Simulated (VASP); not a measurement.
# H4BrN (P-43m) in VASP: a series of runs

The runs below take H4BrN through single point, with LDA.

Program: VASP 6.6.1. These are calculated values, not measurements. Logs are shortened: lines on timing, memory, paths and dates and some standing lists are left out, and cuts for length are marked.

## Step 1: The cell of the first run

It takes space group P-43m (No. 215, cubic). The conventional cell has a = 4.035 Å, b = 4.035 Å, c = 4.035 Å, α = 90.00°, β = 90.00°, γ = 90.00°. Within 1.4 Å of H (site symmetry 3m) lie 1 N at 1.03 Å. Br (site symmetry -43m) has 4 H at 2.46 Å within 3.2 Å. Within 1.4 Å of N (site symmetry -43m) lie 4 H at 1.03 Å.

## Step 2: Single point, LDA

Contents of INCAR:

```
PREC = Accurate
ENCUT = 520
EDIFF = 1E-7
ISMEAR = 0
SIGMA = 0.01
LREAL = F
LASPH = T
NELM = 100
ALGO = Normal
ISIF = 2
LWAVE = F
LCHARG = F
GGA = CA
NBANDS = 17
```

Contents of KPOINTS:

```
regular mesh
0
Gamma
  4 4 4
```

Contents of POSCAR:

```
H4BrN
1.0
    4.0352441067      0.0000000000      0.0000000000
    0.0000000000      4.0352441067      0.0000000000
    0.0000000000      0.0000000000      4.0352441067
H Br N
4 1 1
Direct
    0.1480000000      0.1480000000      0.1480000000
    0.1480000000      0.8520000000      0.8520000000
    0.8520000000      0.8520000000      0.1480000000
    0.8520000000      0.1480000000      0.8520000000
    0.5000000000      0.5000000000      0.5000000000
    0.0000000000      0.0000000000      0.0000000000
```

Potentials or basis: VASP PAW LDA potentials, release 64 (H, Br, N).

Started as:

```
$ cat potpaw_LDA.64/H/POTCAR potpaw_LDA.64/Br/POTCAR potpaw_LDA.64/N/POTCAR > POTCAR
$ mpirun -np 1 vasp_std > vasp.out
```

OUTCAR:

```text
PREC = Accurate
   ENCUT = 520
   EDIFF = 1E-7
   ISMEAR = 0
   LREAL = F
   LASPH = T
   NELM = 100
   ISIF = 2
   GGA = CA

 ion  position               nearest neighbor table
   1  0.148  0.148  0.148-   6 1.03
   2  0.148  0.852  0.852-   6 1.03
   3  0.852  0.852  0.148-   6 1.03
   4  0.852  0.148  0.852-   6 1.03
   5  0.500  0.500  0.500-
   6  0.000  0.000  0.000-   1 1.03   2 1.03   3 1.03   4 1.03

  LATTYP: Found a simple cubic cell.
 ALAT       =     4.0352441067

  Lattice vectors:

 A1 = (   4.0352441067,   0.0000000000,   0.0000000000)
 A2 = (   0.0000000000,   4.0352441067,   0.0000000000)
 A3 = (   0.0000000000,   0.0000000000,   4.0352441067)

Analysis of symmetry for initial positions (statically):
=====================================================================
 Subroutine PRICEL returns:
 Original cell was already a primitive cell.

 Routine SETGRP: Setting up the symmetry group for a
 simple cubic supercell.

 Subroutine GETGRP returns: Found 24 space group operations
 (whereof 24 operations were pure point group operations)
 out of a pool of 48 trial point group operations.

The static configuration has the point symmetry T_d .

Analysis of symmetry for dynamics (positions and initial velocities):
=====================================================================
 Subroutine PRICEL returns:
 Original cell was already a primitive cell.

 Routine SETGRP: Setting up the symmetry group for a
 simple cubic supercell.

 Subroutine GETGRP returns: Found 24 space group operations
 (whereof 24 operations were pure point group operations)
 out of a pool of 48 trial point group operations.

The dynamic configuration has the point symmetry T_d .

 Subroutine INISYM returns: Found 24 space group operations
 (whereof 24 operations are pure point group operations),
 and found     1 'primitive' translations

----------------------------------------------------------------------------------------

                                     Primitive cell

  volume of cell :      65.7067

  direct lattice vectors                    reciprocal lattice vectors
     4.035244107  0.000000000  0.000000000     0.247816482  0.000000000  0.000000000
     0.000000000  4.035244107  0.000000000     0.000000000  0.247816482  0.000000000
     0.000000000  0.000000000  4.035244107     0.000000000  0.000000000  0.247816482

  length of vectors
     4.035244107  4.035244107  4.035244107     0.247816482  0.247816482  0.247816482

  position of ions in fractional coordinates (direct lattice)
     0.148000000  0.148000000  0.148000000
     0.148000000  0.852000000  0.852000000
     0.852000000  0.852000000  0.148000000
     0.852000000  0.148000000  0.852000000
     0.500000000  0.500000000  0.500000000
     0.000000000  0.000000000  0.000000000

  ion indices of the primitive-cell ions
   primitive index   ion index
                 1           1
                 2           2
                 3           3
                 4           4
                 5           5
                 6           6

----------------------------------------------------------------------------------------

 KPOINTS: regular mesh

Automatic generation of k-mesh.
 Grid dimensions read from file:
 generate k-points for:    4    4    4

 Generating k-lattice:

  Cartesian coordinates                     Fractional coordinates (reciprocal lattice)
     0.061954121  0.000000000  0.000000000     0.250000000  0.000000000  0.000000000
     0.000000000  0.061954121  0.000000000     0.000000000  0.250000000  0.000000000
     0.000000000  0.000000000  0.061954121     0.000000000  0.000000000  0.250000000

  Length of vectors
     0.061954121  0.061954121  0.061954121

  Shift w.r.t. Gamma in fractional coordinates (k-lattice)
     0.000000000  0.000000000  0.000000000

 Subroutine IBZKPT returns following result:
 ===========================================

 Found     10 irreducible k-points:

 Following reciprocal coordinates:
            Coordinates               Weight
  0.000000  0.000000  0.000000      1.000000
  0.250000  0.000000  0.000000      6.000000
  0.500000  0.000000  0.000000      3.000000
  0.250000  0.250000  0.000000     12.000000
  0.500000  0.250000  0.000000     12.000000
  0.500000  0.500000  0.000000      3.000000
  0.250000  0.250000  0.250000      8.000000
  0.500000  0.250000  0.250000     12.000000
  0.500000  0.500000  0.250000      6.000000
  0.500000  0.500000  0.500000      1.000000
   k-points           NKPTS =     10   k-points in BZ     NKDIM =     10   number of bands    NBANDS=     17
   number of dos      NEDOS =    301   number of ions     NIONS =      6
   total plane-waves  NPLWV =  27000
   dimension x,y,z NGX =    30 NGY =   30 NGZ =   30
   dimension x,y,z NGXF=    60 NGYF=   60 NGZF=   60
   ions per type =               4   1   1
   NGX,Y,Z   is equivalent  to a cutoff of  12.36, 12.36, 12.36 a.u.
   NGXF,Y,Z  is equivalent  to a cutoff of  24.72, 24.72, 24.72 a.u.
 SYSTEM =  unknown system
   PREC   = accura    normal or accurate (medium, high low for compatibility)
   ISTART =      0    job   : 0-new  1-cont  2-samecut
   ICHARG =      2    charge: 1-file 2-atom 10-const
   ISPIN  =      1    spin polarized calculation?
   LNONCOLLINEAR =      F non collinear calculations
   LSORBIT =      F    spin-orbit coupling
   LASPH  =      T    aspherical Exc in radial PAW
   ENCUT  =  520.0 eV  38.22 Ry    6.18 a.u.   7.50  7.50  7.50*2*pi/ulx,y,z
   NELM   =    100;   NELMIN=  2; NELMDL= -5     # of ELM steps
   EDIFF  = 0.1E-06   stopping-criterion for ELM
   LREAL  =      F    real-space projection
   EDIFFG = 0.1E-05   stopping-criterion for IOM
   NSW    =      0    number of steps for IOM
   IBRION =     -1    ionic relax: 0-MD 1-quasi-New 2-CG
   NFREE  =      0    steps in history (QN), initial steepest desc. (CG)
   ISIF   =      2    stress and relaxation
   ISYM   =      2    0-nonsym 1-usesym 2-fastsym
   POTIM  = 0.5000    time-step for ionic-motion
   TEBEG  =    0.0;   TEEND  =   0.0 temperature during run
   PSTRESS=    0.0 pullay stress
   NELECT =      16.0000    total number of electrons
   NUPDOWN=      -1.0000    fix difference up-down
   EMIN   =  10.00;   EMAX   =-10.00  energy-range for DOS
   EFERMI =   0.00;   METHOD = LEGACY
   ISMEAR =     0;   SIGMA  =   0.01  broadening in eV -4-tet -1-fermi 0-gaus
   EFERMI_NEDOS =   21; number of points for ismear=-14 and -15
   IALGO  =     38    algorithm
   IMIX   =      4    mixing-type and parameters
     AMIX     =   0.40;   BMIX     =  1.00
     AMIX_MAG =   1.60;   BMIX_MAG =  1.00
  volume/ion in A,a.u.               =      10.95        73.90
  Fermi-wavevector in a.u.,A,eV,Ry     =   1.022300  1.931867 14.219411  1.045097
  Thomas-Fermi vector in A             =   2.155972
   LORBIT       =      0    0 simple, 1 ext, 2 COOP (PROOUT), +10 PAW based schemes
   GGA     = CA    functional components
   LHFCALC =     F    Hartree Fock is set to
   AEXX    =    0.0000 exact exchange contribution
   IVDW    =     0    specifies the selected vdW correction
   LEPSILON=     F    determine dielectric tensor
   LRPA    =     F    only Hartree local field effects (RPA)
 non-spin polarized calculation
 Gauss-broadening in eV      SIGMA  =   0.01
  energy-cutoff  :      520.00
  volume of cell :       65.71
 maximum number of plane-waves:      1800
   NGX = 15   NGY = 15   NGZ = 15

 number of electron      15.9999994 magnetization

 Free energy of the ion-electron system (eV)
  ---------------------------------------------------
  ext. energy  EPLUGINS =         0.00000000
  ---------------------------------------------------
  free energy    TOTEN  =       -28.57879342 eV

  energy without entropy =      -28.57879342  energy(sigma->0) =      -28.57879342

 E-fermi :  -0.5760     XC(G=0):  -8.6102

 val. band max:       -0.6256426731   @ k =   0.5000   0.5000   0.0000
 cond. band min:       3.2049448839   @ k =   0.0000   0.0000   0.0000
 fundamental gap:      3.8305875570
 Fermi energy:        -0.5759636673

 k-point     1 :       0.0000    0.0000    0.0000
  band No.  band energies     occupation
      1     -18.6281      2.00000
      2     -13.2762      2.00000
      3      -8.0453      2.00000
      4      -8.0453      2.00000
      5      -8.0453      2.00000
      6      -0.7120      2.00000
[... 9 lines left out ...]
     16      13.5363      0.00000
     17      13.5363      0.00000

 k-point     2 :       0.2500    0.0000    0.0000
  band No.  band energies     occupation
      1     -18.5861      2.00000
      2     -13.2984      2.00000
      3      -8.0943      2.00000
      4      -8.0050      2.00000
      5      -8.0050      2.00000
      6      -1.7419      2.00000
[... 9 lines left out ...]
     16      12.0224      0.00000
     17      12.0224      0.00000

 k-point     3 :       0.5000    0.0000    0.0000
  band No.  band energies     occupation
      1     -18.5433      2.00000
      2     -13.3245      2.00000
      3      -8.1263      2.00000
      4      -7.9639      2.00000
      5      -7.9639      2.00000
      6      -2.4879      2.00000
[... 9 lines left out ...]
     16      10.9772      0.00000
     17      10.9772      0.00000

 k-point     4 :       0.2500    0.2500    0.0000
  band No.  band energies     occupation
      1     -18.5514      2.00000
      2     -13.2632      2.00000
      3      -8.2385      2.00000
      4      -8.0663      2.00000
      5      -7.9468      2.00000
      6      -1.7584      2.00000
[... 9 lines left out ...]
     16      12.3654      0.00000
     17      12.8942      0.00000
[... 63 lines left out ...]
      1     -18.4903      2.00000
      2     -13.1453      2.00000
      3      -8.3178      2.00000
      4      -8.1517      2.00000
      5      -8.1204      2.00000
      6      -1.9666      2.00000
[... 9 lines left out ...]
     16      12.1628      0.00000
     17      13.8845      0.00000

 k-point     9 :       0.5000    0.5000    0.2500
  band No.  band energies     occupation
      1     -18.4645      2.00000
      2     -13.0566      2.00000
      3      -8.3514      2.00000
      4      -8.3514      2.00000
      5      -8.0768      2.00000
      6      -1.8600      2.00000
[... 9 lines left out ...]
     16      13.8094      0.00000
     17      15.8785      0.00000

 k-point    10 :       0.5000    0.5000    0.5000
  band No.  band energies     occupation
      1     -18.4406      2.00000
      2     -12.9821      2.00000
      3      -8.2718      2.00000
      4      -8.2718      2.00000
      5      -8.2718      2.00000
      6      -2.0579      2.00000
[... 9 lines left out ...]
     16      16.0580      0.00000
     17      16.5727      0.00000

------------------------ aborting loop because EDIFF is reached ----------------------------------------

  FORCE on cell =-STRESS in cart. coord.  units (eV):
  Direction    XX          YY          ZZ          XY          YZ          ZX
  --------------------------------------------------------------------------------------
  -------------------------------------------------------------------------------------
  Total       -0.2381058     -0.2381058     -0.2381058     -0.0000000     -0.0000000      0.0000000
  in kB       -5.8059210     -5.8059210     -5.8059210     -0.0000000     -0.0000000      0.0000000
  external PRESSURE =      -5.8059210 kB  Pullay stress =       0.0000000 kB

 VOLUME and BASIS-vectors are now :
 -----------------------------------------------------------------------------
  energy-cutoff  :      520.00
  volume of cell :       65.71
      direct lattice vectors                 reciprocal lattice vectors
     4.035244107  0.000000000  0.000000000     0.247816482  0.000000000  0.000000000
     0.000000000  4.035244107  0.000000000     0.000000000  0.247816482  0.000000000
     0.000000000  0.000000000  4.035244107     0.000000000  0.000000000  0.247816482

 POSITION                                       TOTAL-FORCE (eV/Angst)
 -----------------------------------------------------------------------------------
      0.59722      0.59722      0.59722         0.347591      0.347591      0.347591
      0.59722      3.43803      3.43803         0.347591     -0.347591     -0.347591
      3.43803      3.43803      0.59722        -0.347591     -0.347591      0.347591
      3.43803      0.59722      3.43803        -0.347591      0.347591     -0.347591
      2.01762      2.01762      2.01762         0.000000     -0.000000      0.000000
      0.00000      0.00000      0.00000        -0.000000     -0.000000     -0.000000
 -----------------------------------------------------------------------------------
    total drift:                               -0.000000     -0.000000     -0.000000

  FREE ENERGIE OF THE ION-ELECTRON SYSTEM (eV)
  ---------------------------------------------------
  free  energy   TOTEN  =       -28.5787934157 eV

  energy  without entropy=      -28.5787934157  energy(sigma->0) =      -28.57879342
```

It took 11 s on 1 thread of Intel Xeon 6975P-C, shared host; peak memory 0.15 GiB.

Results:

```yaml
Free_energy: -28.5788 eV
Pressure: -0.6 GPa
Largest_force: 0.602 eV/Å
Band_gap_on_the_k_mesh: 3.83 eV, indirect (least direct gap 3.92 eV)
```

Forces in eV/Å, atoms in the order of the input:
```
H    0.348  0.348  0.348
H    0.348 -0.348 -0.348
H   -0.348 -0.348  0.348
H   -0.348  0.348 -0.348
Br   0.000  0.000  0.000
N    0.000  0.000  0.000
```

A k mesh can miss the band edges. LDA gaps usually lie below the measured ones, often by a third to a half.

## Step 3: Single point, LDA

This run uses another cell than the first one, of 11.24 Å³/atom, 1.026 times its volume.

Contents of INCAR:

```
SYSTEM = H4BrN
PREC     = Accurate       ! precision mode
ENCUT    = 520            ! plane-wave cutoff, eV
EDIFF    = 1E-7           ! SCF threshold, eV
ISMEAR   = 0              ! smearing method
SIGMA    = 0.01           ! smearing width, eV
LREAL    = .FALSE.        ! projectors in reciprocal space
LASPH    = .TRUE.         ! aspherical terms in the spheres
NELM     = 60             ! most SCF steps
ALGO     = Normal         ! electronic algorithm
ISIF     = 2              ! what is computed and relaxed
LWAVE    = .FALSE.        ! write WAVECAR
LCHARG   = .TRUE.         ! write CHGCAR
GGA      = CA             ! functional
LELF     = .TRUE.         ! ELF
LVHAR    = .TRUE.       
NBANDS   = 17             ! bands
```

Contents of KPOINTS:

```
regular mesh
0
G
  4 4 4
  0 0 0
```

POSCAR: that of step 2 with these lines changed.

```diff
@@ -2,5 +2,5 @@
 1.0
-    4.0352441067      0.0000000000      0.0000000000
-    0.0000000000      4.0352441067      0.0000000000
-    0.0000000000      0.0000000000      4.0352441067
+    4.0698830895      0.0000000000      0.0000000000
+    0.0000000000      4.0698830895      0.0000000000
+    0.0000000000      0.0000000000      4.0698830895
 H Br N
```

Potentials or basis: VASP PAW LDA potentials, release 64 (H, Br, N).

Started as:

```
$ cat potpaw_LDA.64/H/POTCAR potpaw_LDA.64/Br/POTCAR potpaw_LDA.64/N/POTCAR > POTCAR
$ mpirun -np 1 vasp_std > vasp.out
```

Run time: 11 s. Hardware: 1 thread of Intel Xeon 6975P-C, shared host; peak memory 0.15 GiB.

It converged, with:

| Property | Result |
| --- | --- |
| Free energy | -28.5662 eV |
| Pressure | -2.1 GPa |
| Largest force | 0.271 eV/Å |
| Band gap on the k mesh | 3.72 eV, indirect (least direct gap 3.81 eV) |

Forces on the atoms (eV/Å):
```
H    0.157  0.157  0.157
H    0.157 -0.157 -0.157
H   -0.157 -0.157  0.157
H   -0.157  0.157 -0.157
Br   0.000  0.000  0.000
N    0.000  0.000  0.000
```

Levels at points of the mesh, in eV from the valence-band top:
| k point | band 5 | band 6 | band 7 | band 8 | band 9 | band 10 | band 11 | band 12 |
| --- | --- | --- | --- | --- | --- | --- | --- | --- |
| (0.00, 0.00, 0.00) | -7.34 | -0.08 | -0.08 | -0.08 | 3.72 | 6.65 | 6.65 | 9.44 |
| (0.50, 0.00, 0.00) | -7.26 | -1.80 | -0.20 | -0.20 | 6.56 | 7.59 | 8.74 | 9.01 |
| (0.50, 0.50, 0.00) | -7.18 | -1.00 | -1.00 | 0.00 | 5.31 | 6.21 | 7.79 | 7.79 |
| (0.50, 0.50, 0.50) | -7.56 | -1.37 | -1.37 | -1.37 | 7.48 | 7.48 | 7.48 | 9.69 |

[end of part 1 of 2]
